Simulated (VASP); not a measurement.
# SnO (P4/nmm) in VASP: notebook

SnO is run at these levels: SVWN5, BLYP; tasks: single point.

Everything below comes from runs of VASP 6.6.1. Logs are shortened: lines on timing, memory, paths and dates and some standing lists are left out, and cuts for length are marked.

## 1. The cell of the first run

The structure is tetragonal, space group P4/nmm (No. 129). Conventional cell: a = 3.762 Å, b = 3.762 Å, c = 4.821 Å, α = 90.00°, β = 90.00°, γ = 90.00°. Within 2.9 Å of Sn (site symmetry 4mm) lie 4 O at 2.20 Å. O (site symmetry -4m2) has 4 Sn at 2.20 Å and 4 O at 2.66 Å within 2.9 Å.

## 2. Single point, SVWN5

The input, INCAR:

```
SYSTEM = SnO
PREC = Accurate
ENCUT = 520
EDIFF = 1E-6
ISMEAR = -1
SIGMA = 0.05
LREAL = .FALSE.
LASPH = .TRUE.
NELM = 60
ALGO = Normal
ISIF = 2
LWAVE = .FALSE.
LCHARG = .FALSE.
GGA = VW
NBANDS = 28
```

The input, KPOINTS:

```
Automatic mesh
0
G
  7 7 6
  0 0 0
```

The input, POSCAR:

```
SnO
1.0
    3.7621524798      0.0000000000      0.0000000000
    0.0000000000      3.7621524798      0.0000000000
    0.0000000000      0.0000000000      4.8208658347
Sn O
2 2
Direct
    0.5000000000      0.0000000000      0.7646261400
    0.0000000000      0.5000000000      0.2353738600
    0.0000000000      0.0000000000      0.0000000000
    0.5000000000      0.5000000000      0.0000000000
```

Potentials or basis: VASP PAW PBE potentials, release 64 (Sn_d, O).

Launch:

```console
$ cat potpaw_PBE.64/Sn_d/POTCAR potpaw_PBE.64/O/POTCAR > POTCAR
$ mpirun -np 1 vasp_std > vasp.out
```

OUTCAR:

```text
SYSTEM = SnO
   PREC = Accurate
   ENCUT = 520
   EDIFF = 1E-6
   ISMEAR = -1
   LREAL = .FALSE.
   LASPH = .TRUE.
   NELM = 60
   ISIF = 2
   GGA = VW

 ion  position               nearest neighbor table
   1  0.500  0.000  0.765-   3 2.20   4 2.20   4 2.20   3 2.20   2 3.50   2 3.50   2 3.50   2 3.50
                             2 3.69   2 3.69   2 3.69   2 3.69
   2  0.000  0.500  0.235-   3 2.20   4 2.20   3 2.20   4 2.20   1 3.50   1 3.50   1 3.50   1 3.50
                             1 3.69   1 3.69   1 3.69   1 3.69
   3  0.000  0.000  0.000-   1 2.20   2 2.20   2 2.20   1 2.20
   4  0.500  0.500  0.000-   1 2.20   2 2.20   1 2.20   2 2.20

  LATTYP: Found a simple tetragonal cell.
 ALAT       =     3.7621524798
 C/A-ratio  =     1.2814116016

  Lattice vectors:

 A1 = (   3.7621524798,   0.0000000000,   0.0000000000)
 A2 = (   0.0000000000,   3.7621524798,   0.0000000000)
 A3 = (   0.0000000000,   0.0000000000,   4.8208658347)

Analysis of symmetry for initial positions (statically):
=====================================================================
 Subroutine PRICEL returns:
 Original cell was already a primitive cell.

 Routine SETGRP: Setting up the symmetry group for a
 simple tetragonal supercell.

 Subroutine GETGRP returns: Found 16 space group operations
 (whereof  8 operations were pure point group operations)
 out of a pool of 16 trial point group operations.

The static configuration has the point symmetry D_2d.
 The point group associated with its full space group is D_4h.

Analysis of symmetry for dynamics (positions and initial velocities):
=====================================================================
 Subroutine PRICEL returns:
 Original cell was already a primitive cell.

 Routine SETGRP: Setting up the symmetry group for a
 simple tetragonal supercell.

 Subroutine GETGRP returns: Found 16 space group operations
 (whereof  8 operations were pure point group operations)
 out of a pool of 16 trial point group operations.

The dynamic configuration has the point symmetry D_2d.
 The point group associated with its full space group is D_4h.

 Subroutine INISYM returns: Found 16 space group operations
 (whereof  8 operations are pure point group operations),
 and found     1 'primitive' translations

----------------------------------------------------------------------------------------

                                     Primitive cell

  volume of cell :      68.2335

  direct lattice vectors                    reciprocal lattice vectors
[... 91 lines left out ...]
   EDIFF  = 0.1E-05   stopping-criterion for ELM
   LREAL  =      F    real-space projection
   EDIFFG = 0.1E-04   stopping-criterion for IOM
   NSW    =      0    number of steps for IOM
   IBRION =     -1    ionic relax: 0-MD 1-quasi-New 2-CG
   NFREE  =      0    steps in history (QN), initial steepest desc. (CG)
   ISIF   =      2    stress and relaxation
   ISYM   =      2    0-nonsym 1-usesym 2-fastsym
   POTIM  = 0.5000    time-step for ionic-motion
   TEBEG  =    0.0;   TEEND  =   0.0 temperature during run
   PSTRESS=    0.0 pullay stress
   NELECT =      40.0000    total number of electrons
   NUPDOWN=      -1.0000    fix difference up-down
   EMIN   =  10.00;   EMAX   =-10.00  energy-range for DOS
   EFERMI =   0.00;   METHOD = LEGACY
   ISMEAR =    -1;   SIGMA  =   0.05  broadening in eV -4-tet -1-fermi 0-gaus
   EFERMI_NEDOS =   21; number of points for ismear=-14 and -15
   IALGO  =     38    algorithm
   IMIX   =      4    mixing-type and parameters
     AMIX     =   0.40;   BMIX     =  1.00
     AMIX_MAG =   1.60;   BMIX_MAG =  1.00
  volume/ion in A,a.u.               =      17.06       115.12
  Fermi-wavevector in a.u.,A,eV,Ry     =   1.370131  2.589173 25.541673  1.877260
  Thomas-Fermi vector in A             =   2.495945
   LORBIT       =      0    0 simple, 1 ext, 2 COOP (PROOUT), +10 PAW based schemes
   GGA     = VW    functional components
   LHFCALC =     F    Hartree Fock is set to
   AEXX    =    0.0000 exact exchange contribution
   IVDW    =     0    specifies the selected vdW correction
   LEPSILON=     F    determine dielectric tensor
   LRPA    =     F    only Hartree local field effects (RPA)
 non-spin polarized calculation
  energy-cutoff  :      520.00
  volume of cell :       68.23
 maximum number of plane-waves:      1852
 NGX is ok and might be reduce to    28
   NGX = 13   NGY = 13   NGZ = 17

 number of electron      40.0000016 magnetization

 Free energy of the ion-electron system (eV)
  ---------------------------------------------------
  ext. energy  EPLUGINS =         0.00000000
  ---------------------------------------------------
  free energy    TOTEN  =       -25.71044263 eV

  energy without entropy =      -25.70991989  energy(sigma->0) =      -25.71018126

 E-fermi :   7.3248     XC(G=0): -10.7807

 val. band max:        7.1455164275   @ k =   0.0000   0.0000   0.0000
 cond. band min:       7.4813935743   @ k =   0.4286   0.4286   0.0000
 fundamental gap:      0.3358771468
 Fermi energy:         7.3247972363

 k-point     1 :       0.0000    0.0000    0.0000
  band No.  band energies     occupation
      1     -14.8022      2.00000
      2     -14.2894      2.00000
      3     -14.2894      2.00000
      4     -14.2827      2.00000
      5     -14.2227      2.00000
      6     -14.2190      2.00000
[... 733 lines left out ...]
     27      16.0011      0.00000
     28      16.8514      0.00000

 [... further k-points ...]

------------------------ aborting loop because EDIFF is reached ----------------------------------------

  FORCE on cell =-STRESS in cart. coord.  units (eV):
  Direction    XX          YY          ZZ          XY          YZ          ZX
  --------------------------------------------------------------------------------------
  -------------------------------------------------------------------------------------
  Total        0.4394943      0.4394943      0.2243046      0.0000000      0.0000000      0.0000000
  in kB       10.3196738     10.3196738      5.2668509      0.0000000      0.0000000      0.0000000
  external PRESSURE =       8.6353995 kB  Pullay stress =       0.0000000 kB

 VOLUME and BASIS-vectors are now :
 -----------------------------------------------------------------------------
  energy-cutoff  :      520.00
  volume of cell :       68.23
      direct lattice vectors                 reciprocal lattice vectors
     3.762152480  0.000000000  0.000000000     0.265805282  0.000000000  0.000000000
     0.000000000  3.762152480  0.000000000     0.000000000  0.265805282  0.000000000
     0.000000000  0.000000000  4.820865835     0.000000000  0.000000000  0.207431618

 POSITION                                       TOTAL-FORCE (eV/Angst)
 -----------------------------------------------------------------------------------
      1.88108      0.00000      3.68616        -0.000000      0.000000     -0.432079
      0.00000      1.88108      1.13471         0.000000      0.000000      0.432079
      0.00000      0.00000      0.00000         0.000000     -0.000000      0.000000
      1.88108      1.88108      0.00000         0.000000      0.000000      0.000000
 -----------------------------------------------------------------------------------
    total drift:                                0.000000      0.000000      0.000000

  FREE ENERGIE OF THE ION-ELECTRON SYSTEM (eV)
  ---------------------------------------------------
  free  energy   TOTEN  =       -25.7104426252 eV

  energy  without entropy=      -25.7099198863  energy(sigma->0) =      -25.71018126
```

OSZICAR:

```text
N       E                     dE             d eps       ncg     rms          rms(c)
DAV:   1     0.414762068752E+03    0.41476E+03   -0.19921E+04  2336   0.221E+03
DAV:   2     0.347133485976E+02   -0.38005E+03   -0.36469E+03  2304   0.539E+02
DAV:   3    -0.259790461307E+02   -0.60692E+02   -0.59567E+02  2560   0.182E+02
DAV:   4    -0.289443995479E+02   -0.29654E+01   -0.29494E+01  2584   0.422E+01
DAV:   5    -0.290135062760E+02   -0.69107E-01   -0.69097E-01  2428   0.701E+00    0.109E+01
DAV:   6    -0.257999092550E+02    0.32136E+01   -0.14451E+01  3604   0.435E+01    0.472E+00
DAV:   7    -0.257609288957E+02    0.38980E-01   -0.17579E+00  2644   0.810E+00    0.236E+00
DAV:   8    -0.257229637732E+02    0.37965E-01   -0.30322E-01  2940   0.361E+00    0.743E-01
DAV:   9    -0.257100056050E+02    0.12958E-01   -0.44456E-02  3400   0.237E+00    0.202E-01
DAV:  10    -0.257106525559E+02   -0.64695E-03   -0.57146E-03  3216   0.724E-01    0.109E-01
DAV:  11    -0.257104288805E+02    0.22368E-03   -0.10441E-03  3452   0.329E-01    0.185E-02
DAV:  12    -0.257104467739E+02   -0.17893E-04   -0.18227E-04  2340   0.771E-02    0.232E-02
DAV:  13    -0.257104425120E+02    0.42618E-05   -0.20021E-05  2936   0.359E-02    0.136E-03
DAV:  14    -0.257104426252E+02   -0.11324E-06   -0.10381E-06  1316   0.654E-03
   1 F= -.25710443E+02 E0= -.25710181E+02  d E =-.522739E-03
```

stdout:

```text
POSCAR found type information on POSCAR SnO
 POSCAR found :  2 types and       4 ions
 scaLAPACK will be used
 -----------------------------------------------------------------------------
|                                                                             |
|                                                                             |
|     You enforced a specific xc type in the INCAR file but a different       |
|     I HOPE YOU KNOW WHAT YOU ARE DOING!                                     |
|                                                                             |
 -----------------------------------------------------------------------------

 LDA part: xc-table for (Slater(with rela. corr.)+VWN5), standard interpolation
 POSCAR, INCAR and KPOINTS ok, starting setup
 FFT: planning ... GRIDC
 FFT: planning ... GRID_SOFT
 FFT: planning ... GRID
 WAVECAR not read
 entering main loop
```

It took 79 s on 1 thread of Intel Xeon 8259CL, shared host; peak memory 0.19 GiB.

Results:

- Free energy: -25.7104 eV
- Pressure: 0.9 GPa
- Largest force: 0.432 eV/Å
- Band gap on the k mesh: 0.34 eV (least direct gap 1.97 eV)

Forces on the atoms (eV/Å):
```
Sn   0.000  0.000 -0.432
Sn   0.000  0.000  0.432
O    0.000  0.000  0.000
O    0.000  0.000  0.000
```

Levels at points of the mesh, in eV from the valence-band top:
| k point | band 16 | band 17 | band 18 | band 19 | band 20 | band 21 | band 22 | band 23 | band 24 | band 25 |
| --- | --- | --- | --- | --- | --- | --- | --- | --- | --- | --- |
| (0.00, 0.00, 0.00) | -6.62 | -3.66 | -3.37 | -3.37 | 0.00 | 2.12 | 4.13 | 4.82 | 4.82 | 5.64 |
| (0.00, 0.00, 0.50) | -3.72 | -3.39 | -3.39 | -3.08 | -2.31 | 1.49 | 2.97 | 2.97 | 3.74 | 7.82 |

Caveat: the PAW data sets were made with another functional, which shifts forces and pressure a little; spin-orbit coupling is left out, which moves the levels of the heavy elements; an odd mesh through Γ misses points on the zone boundary, where band edges can lie.

(Part 1 of 2 ends here.)
